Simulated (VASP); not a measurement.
The system is Lu3Sc2O.

```
Lu Sc O
1.0
     4.16278    0.00000    0.00000
    -2.08139    3.60507    0.00000
     0.00000    0.00000    9.27631
Lu Sc O
3 2 1
Direct
  0.00000 0.00000 0.00000
  0.33333 0.66667 0.50000
  0.33333 0.66667 0.00000
  0.66667 0.33333 0.75227
  0.66667 0.33333 0.24773
  0.00000 0.00000 0.50000
```

The cell was generated, and may not be a known phase.

| Quantity | Value |
| --- | --- |
| Program | VASP 6.6.1 |
| Task | relaxation of cell and atoms |
| Functional | PBE |
| Potentials or basis | VASP PAW PBE potentials, release 64 (Lu, Sc_sv, O) |
| Cutoff | 600 eV |
| k mesh | 6 × 6 × 2 |
| Occupations | gaussian, width 0.1 eV |
| Spin | no spin polarisation |

At the start: pressure 4.9 GPa; volume 23.20 Å³/atom.

Problem. How do energy, volume and symmetry change on relaxing?

Solution. Over 17 steps the energy falls by 329.2 meV/atom and the volume is 23.69 Å³/atom (+2.1 %); space group P-6m2 (No. 187, to 0.1 Å) before and after.

The path:
```tsv
step	energy change (eV)	largest force (eV/Å)	pressure (GPa)	volume (Å³)
1	0.0000	0.9610	4.92	139.21
2	-0.5214	0.8021	-1.18	153.82
3	-0.5510	0.7676	-2.78	159.61
4	-0.8825	0.5985	-2.13	154.71
5	-1.6272	0.3845	3.36	138.00
6	-1.7779	0.7493	2.24	140.65
7	-1.7870	1.2621	1.47	142.72
8	-1.8019	1.0140	1.72	141.90
9	-1.8823	0.5927	0.18	145.55
10	-1.9014	0.3185	-0.98	148.34
11	-1.9269	0.2351	-0.62	146.60
12	-1.9580	0.0340	0.47	141.45
13	-1.9688	0.0930	0.17	142.18
14	-1.9718	0.1327	-0.07	142.66
15	-1.9720	0.1470	-0.12	142.82
16	-1.9750	0.0547	0.10	142.36
17	-1.9753	0.0101	0.18	142.15
```

Final structure:
```
Lu Sc O
1.0
     5.05491    0.00000    0.00000
    -2.52745    4.37768    0.00000
     0.00000    0.00000    6.42380
Lu Sc O
3 2 1
Direct
  0.00000 0.00000 0.00000
  0.33333 0.66667 0.50000
  0.33333 0.66667 0.00000
  0.66667 0.33333 0.77129
  0.66667 0.33333 0.22871
  0.00000 0.00000 0.50000
```

Caveat: a cell axis changed by over 15 % at a fixed basis, so the end point is rough; an odd number of electrons without spin polarisation forces a metal; a magnetic or distorted state may lie lower.
